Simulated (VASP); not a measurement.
# Y (P6_3/mmc) in VASP: a series of runs, part 2 of 2

VASP 6.6.1. Earlier steps stand in the parts before.

## 4. Relaxation of shape and atoms at fixed volume, PBE

This run uses another cell than the first one, of 13.16 Å³/atom.

INCAR reads:

```
SYSTEM = Y
  PREC = Accurate
  ENCUT = 600
  EDIFF = 1E-6
  ISMEAR = -1
  SIGMA = 0.05
  LREAL = .False.
  LASPH = .True.
  NELM = 80
  ALGO = Normal
  ISIF = 4
  LWAVE = .False.
  LCHARG = .False.
  GGA = PE
  IBRION = 2
  NSW = 50
  EDIFFG = -0.005
```

KPOINTS reads:

```
regular mesh
0
Gamma
  14 14 7
  0 0 0
```

POSCAR reads:

```
Y
1.0
    2.6937726731      0.0000000000      0.0000000000
   -1.3468863365      2.3328755669      0.0000000000
    0.0000000000      0.0000000000      4.1876140887
Y
2
Direct
    0.3333333333      0.6666666667      0.2500000000
    0.6666666667      0.3333333333      0.7500000000
```

Potentials or basis: VASP PAW PBE potentials, release 64 (Y_sv).

Started as:

```sh
cat potpaw_PBE.64/Y_sv/POTCAR > POTCAR
mpirun -np 1 vasp_std > vasp.out
```

OUTCAR:

```text
SYSTEM = Y
   PREC = Accurate
   ENCUT = 600
   EDIFF = 1E-6
   ISMEAR = -1
   LREAL = .False.
   LASPH = .True.
   NELM = 80
   ISIF = 4
   GGA = PE
   IBRION = 2
   NSW = 50
   EDIFFG = -0.005

 ion  position               nearest neighbor table
   1  0.333  0.667  0.250-   2 2.61   2 2.61   2 2.61   2 2.61   2 2.61   2 2.61   2 3.75   2 3.75
                             2 3.75   2 3.75   2 3.75   2 3.75
   2  0.667  0.333  0.750-   1 2.61   1 2.61   1 2.61   1 2.61   1 2.61   1 2.61   1 3.75   1 3.75
                             1 3.75   1 3.75   1 3.75   1 3.75

  LATTYP: Found a hexagonal cell.
 ALAT       =     2.6937726731
 C/A-ratio  =     1.5545536305

  Lattice vectors:

 A1 = (   2.6937726731,   0.0000000000,   0.0000000000)
 A2 = (  -1.3468863365,   2.3328755669,   0.0000000000)
 A3 = (   0.0000000000,   0.0000000000,   4.1876140887)

Analysis of symmetry for initial positions (statically):
=====================================================================
 Subroutine PRICEL returns:
 Original cell was already a primitive cell.

 Routine SETGRP: Setting up the symmetry group for a
 hexagonal supercell.

 Subroutine GETGRP returns: Found 24 space group operations
 (whereof 12 operations were pure point group operations)
 out of a pool of 24 trial point group operations.

The static configuration has the point symmetry D_3d.
 The point group associated with its full space group is D_6h.

Analysis of symmetry for dynamics (positions and initial velocities):
=====================================================================
 Subroutine PRICEL returns:
[... 309 lines left out ...]
  free energy    TOTEN  =        -3.86956414 eV

  energy without entropy =       -3.85707979  energy(sigma->0) =       -3.86332197

 E-fermi :   9.2634     XC(G=0): -13.7351

 val. band max:        9.2621377129   @ k =   0.1429   0.1429   0.0000
 cond. band min:       9.2740456405   @ k =   0.1429   0.0714   0.1429
 fundamental gap:      0.0119079276
 Fermi energy:         9.2633581346

 k-point     1 :       0.0000    0.0000    0.0000
  band No.  band energies     occupation
      1     -34.1179      2.00000
      2     -32.5271      2.00000
      3     -16.4003      2.00000
      4     -10.5868      2.00000
      5     -10.5868      2.00000
      6     -10.2611      2.00000
      7      -9.9274      2.00000
      8      -9.9274      2.00000
      9       6.0566      2.00000
     10       6.0655      2.00000
     11      10.5070      0.00000
     12      11.3342      0.00000
     13      11.3342      0.00000
     14      12.7217      0.00000
[... 401 lines left out ...]
      2     -31.7805      2.00000
      3     -15.2160      2.00000
      4     -14.3159      2.00000
      5     -14.1814      2.00000
      6     -13.0948      2.00000
      7     -12.8372      2.00000
      8     -12.3358      2.00000
      9       4.8668      2.00000
     10       9.7209      0.00021
     11      10.5678      0.00000
     12      10.7392      0.00000
     13      11.3633      0.00000
     14      11.4772      0.00000
     15      14.5121      0.00000

 [... further k-points ...]

------------------------ aborting loop because EDIFF is reached ----------------------------------------

  FORCE on cell =-STRESS in cart. coord.  units (eV):
  Direction    XX          YY          ZZ          XY          YZ          ZX
  --------------------------------------------------------------------------------------
  -------------------------------------------------------------------------------------
  Total       23.0884715     23.0884715     23.1032293      0.0000000      0.0000000      0.0000000
  in kB     1405.6804224   1405.6804223   1406.5789076      0.0000001      0.0000000      0.0000000
  external PRESSURE =    1405.9799174 kB  Pullay stress =       0.0000000 kB
[... 17 lines left out ...]
  FREE ENERGIE OF THE ION-ELECTRON SYSTEM (eV)
  ---------------------------------------------------
  free  energy   TOTEN  =        -3.8695641429 eV

  energy  without entropy=       -3.8570797886  energy(sigma->0) =       -3.86332197

 reached required accuracy - stopping structural energy minimisation
```

Run time: 56 s. Hardware: 1 thread of Intel Xeon 6975P-C (Granite Rapids), shared host; peak memory 0.2 GiB.

What came out:

| Property | Result |
| --- | --- |
| Free energy | -3.8696 eV |
| Energy gained by relaxing | 63.6 meV/atom |
| Ionic steps | 5 |
| Pressure after relaxing | 140.6 GPa |
| Band gap on the k mesh | zero (bands 11 and 12 overlap by 3.67 eV) |

Stress tensor (GPa, compression positive):
```
140.57   0.00   0.00
  0.00 140.57   0.00
  0.00   0.00 140.66
```

The path:
| step | energy change (eV) | largest force (eV/Å) | pressure (GPa) | volume (Å³) |
| --- | --- | --- | --- | --- |
| 1 | 0.0000 | 0.0000 | 142.43 | 26.32 |
| 2 | -0.1215 | 0.0000 | 140.45 | 26.32 |
| 3 | -0.1272 | 0.0000 | 140.59 | 26.32 |
| 4 | -0.1271 | 0.0000 | 140.59 | 26.32 |
| 5 | -0.1272 | 0.0000 | 140.60 | 26.32 |

Final structure:
```
CELL_PARAMETERS angstrom
2.61857 0.00000 0.00000
-1.30929 2.26775 0.00000
0.00000 0.00000 4.43158
ATOMIC_POSITIONS crystal
Y 0.33333 0.66667 0.25000
Y 0.66667 0.33333 0.75000
```

## 5. Relaxation of shape and atoms at fixed volume, PBE

This run uses another cell than the first one, of 14.80 Å³/atom.

INCAR reads:

```
SYSTEM = Y
ALGO = Normal ; EDIFF = 1E-6
EDIFFG = -0.005 ; ENCUT = 600
GGA = PE ; IBRION = 2
ISIF = 4 ; ISMEAR = -1
LASPH = .True. ; LCHARG = .False.
LREAL = .False. ; LWAVE = .False.
NELM = 60 ; NSW = 50
PREC = Accurate ; SIGMA = 0.05
```

KPOINTS reads:

```
k-points
0
Gamma
  14 14 7
  0 0 0
```

POSCAR reads:

```
Y
1.0
    2.8016364802      0.0000000000      0.0000000000
   -1.4008182401      2.4262883640      0.0000000000
    0.0000000000      0.0000000000      4.3552941615
Y
2
Direct
    0.3333333333      0.6666666667      0.2500000000
    0.6666666667      0.3333333333      0.7500000000
```

Potentials or basis: VASP PAW PBE potentials, release 64 (Y_sv).

Started as:

```sh
cat potpaw_PBE.64/Y_sv/POTCAR > POTCAR
mpirun -np 1 vasp_std > vasp.out
```

OUTCAR:

```text
SYSTEM = Y
   EDIFF = 1E-6
   EDIFFG = -0.005
   ENCUT = 600
   GGA = PE
   IBRION = 2
   ISIF = 4
   ISMEAR = -1
   LASPH = .True.
   LREAL = .False.
   NELM = 60
   NSW = 50
   PREC = Accurate

 ion  position               nearest neighbor table
   1  0.333  0.667  0.250-   2 2.71   2 2.71   2 2.71   2 2.71   2 2.71   2 2.71   2 3.90   2 3.90
                             2 3.90   2 3.90   2 3.90   2 3.90
   2  0.667  0.333  0.750-   1 2.71   1 2.71   1 2.71   1 2.71   1 2.71   1 2.71   1 3.90   1 3.90
                             1 3.90   1 3.90   1 3.90   1 3.90

  LATTYP: Found a hexagonal cell.
 ALAT       =     2.8016364802
 C/A-ratio  =     1.5545536305

  Lattice vectors:

 A1 = (   2.8016364802,   0.0000000000,   0.0000000000)
 A2 = (  -1.4008182401,   2.4262883640,   0.0000000000)
 A3 = (   0.0000000000,   0.0000000000,   4.3552941615)

Analysis of symmetry for initial positions (statically):
[... 418 lines left out ...]
      8     -11.4921      2.00000
      9       4.1873      2.00000
     10       5.1283      2.00000
     11       9.6243      0.00000
     12      10.3420      0.00000
     13      10.3420      0.00000
     14      11.5605      0.00000
[... 401 lines left out ...]
      2     -32.8997      2.00000
      3     -15.5563      2.00000
      4     -14.8667      2.00000
      5     -14.7438      2.00000
      6     -13.9083      2.00000
      7     -13.6805      2.00000
      8     -13.2936      2.00000
      9       4.5939      2.00000
     10       8.3943      0.03215
     11       8.9870      0.00000
     12       9.5612      0.00000
     13       9.7873      0.00000
     14      10.0452      0.00000
     15      12.8090      0.00000

 [... further k-points ...]

------------------------ aborting loop because EDIFF is reached ----------------------------------------

  FORCE on cell =-STRESS in cart. coord.  units (eV):
  Direction    XX          YY          ZZ          XY          YZ          ZX
  --------------------------------------------------------------------------------------
  -------------------------------------------------------------------------------------
  Total       18.5634536     18.5634536     18.5666011      0.0000000     -0.0000000      0.0000000
  in kB     1004.6103924   1004.6103923   1004.7807288      0.0000000     -0.0000000      0.0000000
  external PRESSURE =    1004.6671712 kB  Pullay stress =       0.0000000 kB
[... 17 lines left out ...]
  FREE ENERGIE OF THE ION-ELECTRON SYSTEM (eV)
  ---------------------------------------------------
  free  energy   TOTEN  =        -6.3104262025 eV

  energy  without entropy=       -6.2964520407  energy(sigma->0) =       -6.30343912

 reached required accuracy - stopping structural energy minimisation
```

OSZICAR:

```text
N       E                     dE             d eps       ncg     rms          rms(c)
DAV:   1     0.107525188873E+03    0.10753E+03   -0.13572E+04  2880   0.171E+03
DAV:   2    -0.786539415112E-01   -0.10760E+03   -0.10623E+03  3693   0.331E+02
DAV:   3    -0.585798004551E+01   -0.57793E+01   -0.55666E+01  4277   0.521E+01
[... 49 lines left out ...]
       N       E                     dE             d eps       ncg     rms          rms(c)
DAV:   1    -0.631045480381E+01   -0.34337E-04   -0.15299E-03  2936   0.332E-01    0.301E-02
DAV:   2    -0.631043373165E+01    0.21072E-04   -0.54836E-05  3503   0.556E-02    0.210E-02
DAV:   3    -0.631042637048E+01    0.73612E-05   -0.16392E-05  3685   0.330E-02    0.132E-02
DAV:   4    -0.631042620245E+01    0.16803E-06   -0.61725E-07  1503   0.698E-03
   7 F= -.63104262E+01 E0= -.63034391E+01  d E =-.334824E-04
```

CONTCAR:

```text
Y
   1.00000000000000
     2.7240216984980048    0.0000000000000000    0.0000000000000000
    -1.3620108492490024    2.3590719912801936   -0.0000000000000000
     0.0000000000000000   -0.0000000000000000    4.6070182772104440
  Y
     2
Direct
     0.3333333332999970    0.6666666667000030    0.2500000000000000
     0.6666666667000030    0.3333333332999970    0.7500000000000000

  0.00000000E+00  0.00000000E+00  0.00000000E+00
  0.00000000E+00  0.00000000E+00  0.00000000E+00
```

Run time: 73 s. Hardware: 1 thread of Intel Xeon 6975P-C (Granite Rapids), shared host; peak memory 0.21 GiB.

What came out:

```
Free energy               : -6.3104 eV
Energy gained by relaxing : 46.3 meV/atom
Ionic steps               : 7
Pressure after relaxing   : 100.5 GPa
Band gap on the k mesh    : zero (bands 11 and 12 overlap by 2.89 eV)
```

The path:
| step | energy change (eV) | largest force (eV/Å) | pressure (GPa) | volume (Å³) |
| --- | --- | --- | --- | --- |
| 1 | 0.0000 | 0.0000 | 102.44 | 29.61 |
| 2 | -0.0862 | 0.0000 | 100.66 | 29.61 |
| 3 | -0.0918 | 0.0000 | 100.42 | 29.61 |
| 4 | -0.0926 | 0.0000 | 100.47 | 29.61 |
| 5 | -0.0925 | 0.0000 | 100.46 | 29.61 |
| 6 | -0.0926 | 0.0000 | 100.47 | 29.61 |
| 7 | -0.0926 | 0.0000 | 100.47 | 29.61 |

Final structure:
```xyz
2
Lattice="2.7240 0.0000 0.0000 -1.3620 2.3591 0.0000 0.0000 0.0000 4.6070" Properties=species:S:1:pos:R:3 pbc="T T T"
Y     0.0000    1.5727    1.1518
Y     1.3620    0.7864    3.4553
```

Levels at points of the mesh, in eV from the Fermi level:
| k point | band 9 | band 10 | band 11 | band 12 | band 13 | band 14 |
| --- | --- | --- | --- | --- | --- | --- |
| (0.00, 0.00, 0.00) | -4.00 | -3.06 | 1.44 | 2.15 | 2.15 | 3.37 |
| (0.50, 0.00, 0.00) | -3.96 | -3.14 | -2.08 | 1.96 | 2.56 | 3.87 |

## 6. Relaxation of shape and atoms at fixed volume, PBE

This run uses another cell than the first one, of 18.09 Å³/atom.

INCAR reads:

```
SYSTEM = Y
  ALGO = Normal
  EDIFF = 1E-7
  EDIFFG = -0.005
  ENCUT = 600
  GGA = PE
  IBRION = 2
  ISIF = 4
  ISMEAR = -1
  LASPH = .True.
  LCHARG = .False.
  LREAL = .False.
  LWAVE = .False.
  NELM = 60
  NSW = 50
  PREC = Accurate
  SIGMA = 0.05
```

KPOINTS is that of step 5.

POSCAR reads:

```
Y
1.0
    2.9954483968      0.0000000000      0.0000000000
   -1.4977241984      2.5941344073      0.0000000000
    0.0000000000      0.0000000000      4.6565851801
Y
2
Direct
    0.3333333333      0.6666666667      0.2500000000
    0.6666666667      0.3333333333      0.7500000000
```

Potentials or basis: VASP PAW PBE potentials, release 64 (Y_sv).

Started as:

```sh
cat potpaw_PBE.64/Y_sv/POTCAR > POTCAR
mpirun -np 1 vasp_std > vasp.out
```

OUTCAR:

```text
SYSTEM = Y
   EDIFF = 1E-7
   EDIFFG = -0.005
   ENCUT = 600
   GGA = PE
   IBRION = 2
   ISIF = 4
   ISMEAR = -1
   LASPH = .True.
   LREAL = .False.
   NELM = 60
   NSW = 50
   PREC = Accurate

 ion  position               nearest neighbor table
   1  0.333  0.667  0.250-   2 2.90   2 2.90   2 2.90   2 2.90   2 2.90   2 2.90   2 4.17   2 4.17
                             2 4.17   2 4.17   2 4.17   2 4.17
   2  0.667  0.333  0.750-   1 2.90   1 2.90   1 2.90   1 2.90   1 2.90   1 2.90   1 4.17   1 4.17
                             1 4.17   1 4.17   1 4.17   1 4.17

  LATTYP: Found a hexagonal cell.
 ALAT       =     2.9954483968
 C/A-ratio  =     1.5545536305

  Lattice vectors:

 A1 = (   2.9954483968,   0.0000000000,   0.0000000000)
 A2 = (  -1.4977241984,   2.5941344073,   0.0000000000)
 A3 = (   0.0000000000,   0.0000000000,   4.6565851801)

Analysis of symmetry for initial positions (statically):
[... 310 lines left out ...]
      8     -13.8642      2.00000
      9       1.8063      2.00000
     10       3.7269      2.00000
     11       8.4797      0.00000
     12       8.7272      0.00000
     13       8.7272      0.00000
     14       9.7763      0.00000
[... 401 lines left out ...]
      2     -34.7062      2.00000
      3     -16.3158      2.00000
      4     -15.8588      2.00000
      5     -15.7938      2.00000
      6     -15.2403      2.00000
      7     -15.1859      2.00000
      8     -14.9391      2.00000
      9       4.0587      2.00000
     10       6.3837      1.93347
     11       6.6523      0.23798
     12       7.2589      0.00000
     13       7.9340      0.00000
     14       8.2662      0.00000
     15      10.3754      0.00000

 [... further k-points ...]

------------------------ aborting loop because EDIFF is reached ----------------------------------------

  FORCE on cell =-STRESS in cart. coord.  units (eV):
  Direction    XX          YY          ZZ          XY          YZ          ZX
  --------------------------------------------------------------------------------------
  -------------------------------------------------------------------------------------
  Total       12.6615938     12.6615938     12.6547921      0.0000000      0.0000000      0.0000000
  in kB      560.6309786    560.6309785    560.3298127      0.0000000      0.0000000      0.0000000
  external PRESSURE =     560.5305899 kB  Pullay stress =       0.0000000 kB
[... 17 lines left out ...]
  FREE ENERGIE OF THE ION-ELECTRON SYSTEM (eV)
  ---------------------------------------------------
  free  energy   TOTEN  =        -9.4269789738 eV

  energy  without entropy=       -9.4106007341  energy(sigma->0) =       -9.41878985

 reached required accuracy - stopping structural energy minimisation
```

Run time: 58 s. Hardware: 1 thread of Intel Xeon 6975P-C (Granite Rapids), shared host; peak memory 0.21 GiB.

Results:

```yaml
Free_energy: -9.4270 eV
Energy_gained_by_relaxing: 16.4 meV/atom
Ionic_steps: 4
Pressure_after_relaxing: 56.1 GPa
Band_gap_on_the_k_mesh: zero (bands 11 and 12 overlap by 2.61 eV)
```

The path:
```csv
step,energy change (eV),largest force (eV/Å),pressure (GPa),volume (Å³)
1,0.0000,0.0000,56.95,36.18
2,-0.0269,0.0000,56.45,36.18
3,-0.0327,0.0000,56.12,36.18
4,-0.0329,0.0000,56.05,36.18
```

Final structure:
```cif
data_structure
_symmetry_space_group_name_H-M 'P 1'
_symmetry_Int_Tables_number 1
_cell_length_a 2.9339
_cell_length_b 2.9339
_cell_length_c 4.8541
_cell_angle_alpha 90.000
_cell_angle_beta 90.000
_cell_angle_gamma 120.000
_cell_volume 36.18
loop_
_atom_site_label
_atom_site_type_symbol
_atom_site_fract_x
_atom_site_fract_y
_atom_site_fract_z
_atom_site_occupancy
Y1 Y 0.33333 0.66667 0.25000 1
Y2 Y 0.66667 0.33333 0.75000 1
```

Levels at points of the mesh, in eV from the Fermi level:
| k point | band 9 | band 10 | band 11 | band 12 | band 13 | band 14 |
| --- | --- | --- | --- | --- | --- | --- |
| (0.00, 0.00, 0.00) | -4.75 | -2.83 | 1.93 | 2.18 | 2.18 | 3.22 |
| (0.50, 0.00, 0.00) | -2.95 | -2.30 | -1.86 | 1.93 | 2.31 | 2.45 |

## 7. Overview

```tsv
task	cell	cutoff (eV)	gap on the mesh (eV)	pressure (GPa)
single point	a = 3.656, b = 3.656, c = 5.683 Å, angles 90.0, 90.0, 120.0°, 2 atoms	520	none	-0.1
relaxation of shape and atoms at fixed volume	relaxed from a = 2.694, b = 2.694, c = 4.188 Å, angles 90.0, 90.0, 120.0°, 2 atoms	600	none	140.6
relaxation of shape and atoms at fixed volume	relaxed from a = 2.802, b = 2.802, c = 4.355 Å, angles 90.0, 90.0, 120.0°, 2 atoms	600	none	100.5
relaxation of shape and atoms at fixed volume	relaxed from a = 2.995, b = 2.995, c = 4.657 Å, angles 90.0, 90.0, 120.0°, 2 atoms	600	none	56.1
```

Alike in all rows: level PBE; potentials or basis VASP PAW PBE potentials, release 64 (Y_sv); no spin polarisation; k mesh 14 × 14 × 7; smearing fermi-dirac 0.05 eV.

Total energies depend on the potentials used, so only differences within one code and one set of settings carry meaning.
